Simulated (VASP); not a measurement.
# Co (P6_3/mmc) in VASP: notebook

The runs below take Co through single point, with PBE.

Program: VASP 6.6.1. These are calculated values, not measurements. Logs are shortened: lines on timing, memory, paths and dates and some standing lists are left out, and cuts for length are marked.

**1. The cell of the first run**

It takes space group P6_3/mmc (No. 194, hexagonal). The conventional cell has a = 2.492 Å, b = 2.492 Å, c = 8.093 Å, α = 90.00°, β = 90.00°, γ = 120.00°. Co (site symmetry -3m) has 12 Co at 2.48 to 2.49 Å within 3.3 Å. Co (site symmetry -6m2) has 12 Co at 2.48 to 2.49 Å within 3.3 Å.

**2. Single point, PBE, collinear spin, ferromagnetic start**

Contents of INCAR:

```
PREC = Accurate
ENCUT = 520
EDIFF = 1E-6
ISMEAR = 0
SIGMA = 0.15
LREAL = F
LASPH = T
NELM = 150
ALGO = Normal
ISIF = 2
LWAVE = F
LCHARG = F
ISPIN = 2
MAGMOM = 1.86 1.88 1.86 1.88
LORBIT = 11
LMAXMIX = 4
GGA = PE
NBANDS = 30
```

Contents of KPOINTS:

```
Automatic mesh
0
Gamma
  24 24 8
```

Contents of POSCAR:

```
Co
1.0
    2.4915950168      0.0000000000      0.0000000000
   -1.2457975084      2.1577845804      0.0000000000
    0.0000000000      0.0000000000      8.0933174787
Co
4
Direct
    0.0000000000      0.0000000000      0.0000000000
    0.3333333333      0.6666666667      0.2500000000
    0.0000000000      0.0000000000      0.5000000000
    0.6666666667      0.3333333333      0.7500000000
```

Potentials or basis: VASP PAW PBE potentials, release 64 (Co).

On the command line:

```
$ cat potpaw_PBE.64/Co/POTCAR > POTCAR
$ mpirun -np 1 vasp_std > vasp.out
```

OUTCAR:

```text
PREC = Accurate
   ENCUT = 520
   EDIFF = 1E-6
   ISMEAR = 0
   LREAL = F
   LASPH = T
   NELM = 150
   ISIF = 2
   ISPIN = 2
   LORBIT = 11
   GGA = PE

 ion  position               nearest neighbor table
   1  0.000  0.000  0.000-   2 2.48   4 2.48   2 2.48   4 2.48   4 2.48   2 2.48
   2  0.333  0.667  0.250-   1 2.48   3 2.48   1 2.48   3 2.48   1 2.48   3 2.48
   3  0.000  0.000  0.500-   2 2.48   4 2.48   2 2.48   4 2.48   4 2.48   2 2.48
   4  0.667  0.333  0.750-   1 2.48   3 2.48   1 2.48   3 2.48   1 2.48   3 2.48

  LATTYP: Found a hexagonal cell.
 ALAT       =     2.4915950168
 C/A-ratio  =     3.2482475780

  Lattice vectors:

 A1 = (   2.4915950168,   0.0000000000,   0.0000000000)
 A2 = (  -1.2457975084,   2.1577845804,   0.0000000000)
 A3 = (   0.0000000000,   0.0000000000,   8.0933174787)

Analysis of symmetry for initial positions (statically):
=====================================================================
 Subroutine PRICEL returns:
 Original cell was already a primitive cell.

 Routine SETGRP: Setting up the symmetry group for a
 hexagonal supercell.

 Subroutine GETGRP returns: Found 24 space group operations
 (whereof 12 operations were pure point group operations)
 out of a pool of 24 trial point group operations.

The static configuration has the point symmetry D_3d.
 The point group associated with its full space group is D_6h.

Analysis of symmetry for dynamics (positions and initial velocities):
=====================================================================
 Subroutine PRICEL returns:
 Original cell was already a primitive cell.

 Routine SETGRP: Setting up the symmetry group for a
 hexagonal supercell.

 Subroutine GETGRP returns: Found 24 space group operations
 (whereof 12 operations were pure point group operations)
 out of a pool of 24 trial point group operations.

The dynamic configuration has the point symmetry D_3d.
 The point group associated with its full space group is D_6h.

Analysis of structural, dynamic, and magnetic symmetry:
=====================================================================
 Subroutine PRICEL returns:
 Original cell was already a primitive cell.

 Routine SETGRP: Setting up the symmetry group for a
 hexagonal supercell.

 Subroutine GETGRP returns: Found 24 space group operations
 (whereof 12 operations were pure point group operations)
 out of a pool of 24 trial point group operations.

The overall configuration has the point symmetry D_3d.
 The point group associated with its full space group is D_6h.

 Subroutine INISYM returns: Found 24 space group operations
 (whereof 12 operations are pure point group operations),
 and found     1 'primitive' translations

----------------------------------------------------------------------------------------

                                     Primitive cell

  volume of cell :      43.5123

  direct lattice vectors                    reciprocal lattice vectors
     2.491595017  0.000000000  0.000000000     0.401349334  0.231719146  0.000000000
    -1.245797508  2.157784580  0.000000000     0.000000000  0.463438292  0.000000000
     0.000000000  0.000000000  8.093317479     0.000000000  0.000000000  0.123558726

  length of vectors
     2.491595017  2.491595017  8.093317479     0.463438292  0.463438292  0.123558726

  position of ions in fractional coordinates (direct lattice)
     0.000000000  0.000000000  0.000000000
     0.333333333  0.666666667  0.250000000
     0.000000000  0.000000000  0.500000000
     0.666666667  0.333333333  0.750000000

  ion indices of the primitive-cell ions
   primitive index   ion index
                 1           1
                 2           2
                 3           3
                 4           4

----------------------------------------------------------------------------------------

 KPOINTS: Automatic mesh

Automatic generation of k-mesh.
 Grid dimensions read from file:
 generate k-points for:   24   24    8

 Generating k-lattice:

[... 44 lines left out ...]
   GGA     = PE    functional components
   LHFCALC =     F    Hartree Fock is set to
   AEXX    =    0.0000 exact exchange contribution
   IVDW    =     0    specifies the selected vdW correction
   LEPSILON=     F    determine dielectric tensor
   LRPA    =     F    only Hartree local field effects (RPA)
 spin polarized calculation
 Gauss-broadening in eV      SIGMA  =   0.15
  energy-cutoff  :      520.00
  volume of cell :       43.51
 maximum number of plane-waves:      1194
 NGX is ok and might be reduce to    20
   NGX =  9   NGY =  9   NGZ = 31

 number of electron      36.0000001 magnetization       6.5239911

 Free energy of the ion-electron system (eV)
  ---------------------------------------------------
  ext. energy  EPLUGINS =         0.00000000
  ---------------------------------------------------
  free energy    TOTEN  =       -28.14300290 eV

  energy without entropy =      -28.10262329  energy(sigma->0) =      -28.12281310

 E-fermi :  10.2829     XC(G=0): -13.3889

 val. band max:       10.2827158513   @ k =   0.2500   0.0833   0.1250
 cond. band min:      10.2836572892   @ k =   0.2500   0.0000   0.2500
 fundamental gap:      0.0009414378
 Fermi energy:        10.2828795415

 spin component 1

 k-point     1 :       0.0000    0.0000    0.0000
  band No.  band energies     occupation
      1       1.3214      1.00000
      2       3.5366      1.00000
      3       3.5599      1.00000
      4       5.1090      1.00000
      5       7.2802      1.00000
      6       7.3095      1.00000
[... 781 lines left out ...]
     29      22.5404      0.00000
     30      23.4131      0.00000

 [... further k-points ...]

 spin component 2

 k-point     1 :       0.0000    0.0000    0.0000
  band No.  band energies     occupation
      1       1.3266      1.00000
      2       3.6232      1.00000
      3       3.6263      1.00000
      4       6.0357      1.00000
      5       8.6212      1.00000
      6       8.6849      1.00000
[... 781 lines left out ...]
     29      23.0955      0.00000
     30      23.9280      0.00000

 [... further k-points ...]

------------------------ aborting loop because EDIFF is reached ----------------------------------------

  FORCE on cell =-STRESS in cart. coord.  units (eV):
  Direction    XX          YY          ZZ          XY          YZ          ZX
  --------------------------------------------------------------------------------------
  -------------------------------------------------------------------------------------
  Total       -0.1002638     -0.1002638     -0.1915550      0.0000000      0.0000000     -0.0000000
  in kB       -3.6918383     -3.6918383     -7.0532923      0.0000000      0.0000000     -0.0000000
  external PRESSURE =      -4.8123230 kB  Pullay stress =       0.0000000 kB

 VOLUME and BASIS-vectors are now :
 -----------------------------------------------------------------------------
  energy-cutoff  :      520.00
  volume of cell :       43.51
      direct lattice vectors                 reciprocal lattice vectors
     2.491595017  0.000000000  0.000000000     0.401349334  0.231719146  0.000000000
    -1.245797508  2.157784580  0.000000000     0.000000000  0.463438292  0.000000000
     0.000000000  0.000000000  8.093317479     0.000000000  0.000000000  0.123558726

 POSITION                                       TOTAL-FORCE (eV/Angst)
 -----------------------------------------------------------------------------------
      0.00000      0.00000      0.00000         0.000000     -0.000000      0.000000
     -0.00000      1.43852      2.02333         0.000000     -0.000000      0.000000
      0.00000      0.00000      4.04666         0.000000     -0.000000      0.000000
      1.24580      0.71926      6.06999        -0.000000      0.000000      0.000000
 -----------------------------------------------------------------------------------
    total drift:                                0.000000     -0.000000      0.000000

  FREE ENERGIE OF THE ION-ELECTRON SYSTEM (eV)
  ---------------------------------------------------
  free  energy   TOTEN  =       -28.1430029041 eV

  energy  without entropy=      -28.1026232885  energy(sigma->0) =      -28.12281310

 total charge

# of ion       s       p       d       tot
------------------------------------------
    1        0.489   0.519   7.261   8.269
    2        0.488   0.522   7.254   8.265
    3        0.489   0.519   7.261   8.269
    4        0.488   0.522   7.254   8.265
--------------------------------------------------
tot          1.955   2.081  29.031  33.068

 magnetization (x)

# of ion       s       p       d       tot
------------------------------------------
    1       -0.014  -0.051   1.706   1.642
    2       -0.013  -0.052   1.724   1.658
    3       -0.014  -0.051   1.706   1.642
    4       -0.013  -0.052   1.724   1.658
--------------------------------------------------
tot         -0.054  -0.206   6.861   6.601
```

Wall time 13 min (1 thread of Oxide Virtual Turin-like, shared host); peak memory 0.54 GiB.

Results:

```
Free energy                                           : -28.1430 eV
Pressure                                              : -0.5 GPa
Net moment                                            : 6.52 μB per cell
Site moments                                          : Co +1.64, +1.66 (each value once) μB
Valence electrons inside the program's atomic spheres : Co 8.27
```

Stress tensor (GPa, compression positive):
```
-0.37  0.00  0.00
 0.00 -0.37  0.00
 0.00  0.00 -0.71
```

**3. Single point, PBE, collinear spin, ferromagnetic start (biaxial strain in the a-b plane: -2.0 %)**

Contents of INCAR:

```
ALGO = Normal
EDIFF = 1E-7
ENCUT = 520
GGA = PE
ISIF = 2
ISMEAR = 0
ISPIN = 2
LASPH = True
LCHARG = False
LMAXMIX = 4
LORBIT = 11
LREAL = False
LWAVE = False
MAGMOM = 1.88 1.88 1.88 1.88
NBANDS = 30
NELM = 150
PREC = Accurate
SIGMA = 0.1
```

Contents of KPOINTS:

```
k-points
0
Gamma
  24 24 8
```

Contents of POSCAR:

```
Co
1.0
    2.4417631154      0.0000000000      0.0000000000
   -1.2208815577      2.1146288880      0.0000000000
    0.0000000000      0.0000000000      8.1904372683
Co
4
Direct
    0.0000000000      0.0000000000      0.0000000000
    0.3333333333      0.6666666667      0.2500000000
    0.0000000000      0.0000000000      0.5000000000
    0.6666666667      0.3333333333      0.7500000000
```

Potentials or basis: VASP PAW PBE potentials, release 64 (Co).

On the command line:

```
$ cat potpaw_PBE.64/Co/POTCAR > POTCAR
$ mpirun -np 1 vasp_std > vasp.out
```

It took 20 min on 1 thread of Oxide Virtual Turin-like, shared host; peak memory 0.53 GiB.

Results (log left out):

```yaml
Free_energy: -28.0790 eV
Pressure: 6.3 GPa
Net_moment: 6.48 μB per cell
Site_moments: Co +1.62, +1.64 (each value once) μB
Valence_electrons_inside_the_program's_atomic_spheres: Co 8.33, 8.32 (each value once)
```

Stress tensor (GPa, compression positive):
```
 9.92  0.00  0.00
 0.00  9.92  0.00
 0.00  0.00 -1.05
```

Levels at points of the mesh, in eV from the Fermi level:
Spin up:
| k point | band 17 | band 18 | band 19 | band 20 | band 21 | band 22 | band 23 | band 24 | band 25 | band 26 |
| --- | --- | --- | --- | --- | --- | --- | --- | --- | --- | --- |
| (0.00, 0.00, 0.00) | -1.80 | -1.48 | -1.48 | -1.20 | -1.20 | -0.83 | -0.83 | -0.58 | 5.99 | 14.30 |
| (0.50, 0.00, 0.00) | -0.56 | -0.53 | -0.51 | -0.49 | 0.33 | 1.42 | 2.59 | 3.23 | 7.21 | 7.23 |
| (0.00, 0.00, 0.50) | -1.65 | -1.65 | -1.65 | -1.65 | -0.99 | -0.99 | -0.99 | -0.99 | 8.88 | 8.88 |
| (0.50, 0.00, 0.50) | -0.61 | -0.61 | -0.50 | -0.50 | 1.32 | 1.32 | 2.89 | 2.89 | 7.51 | 7.51 |
Spin down:
| k point | band 10 | band 11 | band 12 | band 13 | band 14 | band 15 | band 16 | band 17 | band 18 | band 19 |
| --- | --- | --- | --- | --- | --- | --- | --- | --- | --- | --- |
| (0.00, 0.00, 0.00) | -1.12 | -1.12 | -0.90 | -0.90 | -0.85 | -0.85 | -0.62 | 0.11 | 0.11 | 0.46 |
| (0.50, 0.00, 0.00) | -1.06 | -0.94 | -0.06 | -0.03 | 0.56 | 1.18 | 1.22 | 1.26 | 1.29 | 1.31 |
| (0.00, 0.00, 0.50) | -1.07 | -1.07 | -1.07 | -0.96 | -0.96 | -0.96 | -0.96 | 0.27 | 0.27 | 0.27 |
| (0.50, 0.00, 0.50) | -0.87 | -0.78 | -0.78 | -0.28 | -0.28 | 0.82 | 0.82 | 1.27 | 1.27 | 1.36 |

Caveat: the cell differs from its parent crystal (biaxial strain in the a-b plane: -2.0 %); the cell stands under pressure.

**4. Single point, PBE, collinear spin, ferromagnetic start (biaxial strain in the a-b plane: +4.0 %, then relaxed in part)**

Contents of INCAR:

```
SYSTEM = Co
PREC     = Accurate       ! precision mode
ENCUT    = 520            ! plane-wave cutoff, eV
EDIFF    = 1E-6           ! SCF threshold, eV
ISMEAR   = 0              ! smearing method
SIGMA    = 0.1            ! smearing width, eV
LREAL    = .False.        ! projectors in reciprocal space
LASPH    = .True.         ! aspherical terms in the spheres
NELM     = 150            ! most SCF steps
ALGO     = Fast           ! electronic algorithm
ISIF     = 2              ! what is computed and relaxed
LWAVE    = .False.        ! write WAVECAR
LCHARG   = .False.        ! write CHGCAR
ISPIN    = 2              ! spin polarisation
MAGMOM   = 1.88 1.88 1.88 1.88 ! initial moments
LORBIT   = 11             ! projections on sites
LMAXMIX  = 4              ! l up to which the mixer works
GGA      = PE             ! functional
NBANDS   = 30             ! bands
```

Contents of KPOINTS:

```
regular mesh
0
Gamma
  24 24 8
  0 0 0
```

Contents of POSCAR:

```
Co
1.0
    2.5912588163      0.0000000000      0.0000000000
   -1.2956294082      2.2440959627      0.0000000000
    0.0000000000      0.0000000000      7.9136696609
Co
4
Direct
    0.0000000000      0.0000000000      0.0000000000
    0.3333333333      0.6666666667      0.2500000000
    0.0000000000      0.0000000000      0.5000000000
    0.6666666667      0.3333333333      0.7500000000
```

On the command line:

```
$ cat potpaw_PBE.64/Co/POTCAR > POTCAR
$ mpirun -np 1 vasp_std > vasp.out
```

Run time: 28 min. Hardware: 1 thread of Oxide Virtual Turin-like, shared host; peak memory 0.56 GiB.

The run converged. Its results:

```yaml
Free_energy: -27.9551 eV
Pressure: -10.0 GPa
Net_moment: 6.64 μB per cell
Site_moments: Co +1.69 μB
Valence_electrons_inside_the_program's_atomic_spheres: Co 8.17
```

Stress tensor (GPa, compression positive):
```
-14.64   0.00   0.00
  0.00 -14.64   0.00
  0.00   0.00  -0.78
```

Levels at points of the mesh, in eV from the Fermi level:
Spin up:
```csv
k point,band 18,band 19,band 20,band 21,band 22,band 23,band 24,band 25,band 26,band 27
"(0.00, 0.00, 0.00)",-1.62,-1.62,-1.22,-1.22,-0.80,-0.80,0.53,6.63,15.79,15.80
"(0.50, 0.00, 0.00)",-0.79,-0.66,-0.60,0.12,1.27,2.03,2.65,6.24,6.29,10.32
"(0.00, 0.00, 0.50)",-1.71,-1.46,-1.46,-1.00,-1.00,-1.00,-1.00,9.92,9.92,20.79
"(0.50, 0.00, 0.50)",-0.98,-0.79,-0.79,0.96,0.96,2.43,2.43,6.78,6.78,8.81
```
Spin down:
| k point | band 11 | band 12 | band 13 | band 14 | band 15 | band 16 | band 17 | band 18 |
| --- | --- | --- | --- | --- | --- | --- | --- | --- |
| (0.00, 0.00, 0.00) | -0.73 | -0.73 | -0.72 | -0.72 | -0.62 | -0.03 | -0.03 | 0.26 |
| (0.50, 0.00, 0.00) | -0.45 | -0.22 | -0.16 | 0.40 | 0.95 | 1.02 | 1.02 | 1.12 |
| (0.00, 0.00, 0.50) | -0.95 | -0.95 | -0.86 | -0.86 | -0.82 | -0.82 | 0.20 | 0.20 |
| (0.50, 0.00, 0.50) | -0.71 | -0.71 | -0.16 | -0.16 | 0.76 | 0.76 | 0.97 | 0.97 |

Caveat: the cell differs from its parent crystal (biaxial strain in the a-b plane: +4.0 %, then relaxed in part); the cell stands under tension.

**5. Single point, PBE, collinear spin, ferromagnetic start (biaxial strain in the a-b plane: +4.0 %)**

Contents of INCAR:

```
SYSTEM = Co
PREC = Accurate ; ENCUT = 520
EDIFF = 1E-6 ; ISMEAR = 0
SIGMA = 0.1 ; LREAL = .False.
LASPH = .True. ; NELM = 150
ALGO = Fast ; ISIF = 2
LWAVE = .False. ; LCHARG = .False.
ISPIN = 2 ; MAGMOM = 1.88 1.88 1.88 1.88
LORBIT = 11 ; LMAXMIX = 4
GGA = PE ; NBANDS = 30
```

KPOINTS is that of step 4.

POSCAR, as its differences from that of step 4:

```diff
@@ -4,3 +4,3 @@
    -1.2956294082      2.2440959627      0.0000000000
-    0.0000000000      0.0000000000      7.9136696609
+    0.0000000000      0.0000000000      7.8990778398
 Co
```

On the command line:

```
$ cat potpaw_PBE.64/Co/POTCAR > POTCAR
$ mpirun -np 1 vasp_std > vasp.out
```

It took 9.8 min on 1 thread of Oxide Virtual Turin-like, shared host; peak memory 0.56 GiB.

The run converged. Its results:

* Free energy: -27.9554 eV
* Pressure: -9.7 GPa
* Net moment: 6.63 μB per cell
* Site moments: Co +1.68, +1.69 (each value once) μB
* Valence electrons inside the program's atomic spheres: Co 8.18, 8.17 (each value once)

Stress tensor (GPa, compression positive):
```
-14.47   0.00   0.00
  0.00 -14.47   0.00
  0.00   0.00  -0.11
```

Levels at points of the mesh, in eV from the Fermi level:
Spin up:
| k point | band 18 | band 19 | band 20 | band 21 | band 22 | band 23 | band 24 | band 25 | band 26 | band 27 |
| --- | --- | --- | --- | --- | --- | --- | --- | --- | --- | --- |
| (0.00, 0.00, 0.00) | -1.62 | -1.62 | -1.21 | -1.21 | -0.80 | -0.80 | 0.55 | 6.67 | 15.86 | 15.87 |
| (0.50, 0.00, 0.00) | -0.79 | -0.66 | -0.60 | 0.11 | 1.27 | 2.03 | 2.65 | 6.25 | 6.31 | 10.34 |
| (0.00, 0.00, 0.50) | -1.71 | -1.45 | -1.45 | -1.00 | -1.00 | -1.00 | -1.00 | 9.98 | 9.98 | 20.78 |
| (0.50, 0.00, 0.50) | -0.99 | -0.78 | -0.78 | 0.96 | 0.96 | 2.43 | 2.43 | 6.80 | 6.80 | 8.83 |
Spin down:
```tsv
k point	band 12	band 13	band 14	band 15	band 16	band 17
(0.00, 0.00, 0.00)	-0.73	-0.72	-0.72	-0.61	-0.04	-0.04
(0.50, 0.00, 0.00)	-0.23	-0.16	0.40	0.95	1.01	1.02
(0.00, 0.00, 0.50)	-0.96	-0.85	-0.85	-0.81	-0.81	0.20
(0.50, 0.00, 0.50)	-0.70	-0.16	-0.16	0.76	0.76	0.97
```

Caveat: the cell differs from its parent crystal (biaxial strain in the a-b plane: +4.0 %); the cell stands under tension.

**6. Summary**

| cell | smearing | gap on the mesh (eV) | pressure (GPa) | moment (μB) |
| --- | --- | --- | --- | --- |
| a = 2.492, b = 2.492, c = 8.093 Å, angles 90.0, 90.0, 120.0°, 4 atoms | gaussian 0.15 eV | none | -0.5 | 6.52 |
| a = 2.442, b = 2.442, c = 8.190 Å, angles 90.0, 90.0, 120.0°, 4 atoms | gaussian 0.1 eV | none | 6.3 | 6.48 |
| a = 2.591, b = 2.591, c = 7.914 Å, angles 90.0, 90.0, 120.0°, 4 atoms | gaussian 0.1 eV | none | -10.0 | 6.64 |
| a = 2.591, b = 2.591, c = 7.899 Å, angles 90.0, 90.0, 120.0°, 4 atoms | gaussian 0.1 eV | none | -9.7 | 6.63 |

Alike in all rows: task single point; level PBE; potentials or basis VASP PAW PBE potentials, release 64 (Co); spin collinear, ferromagnetic start; k mesh 24 × 24 × 8; cutoff (eV) 520.

Caveats: the cell stands under tension (at least some runs); the cell stands under pressure (at least some runs).

Total energies depend on the potentials used, so only differences within one code and one set of settings carry meaning.
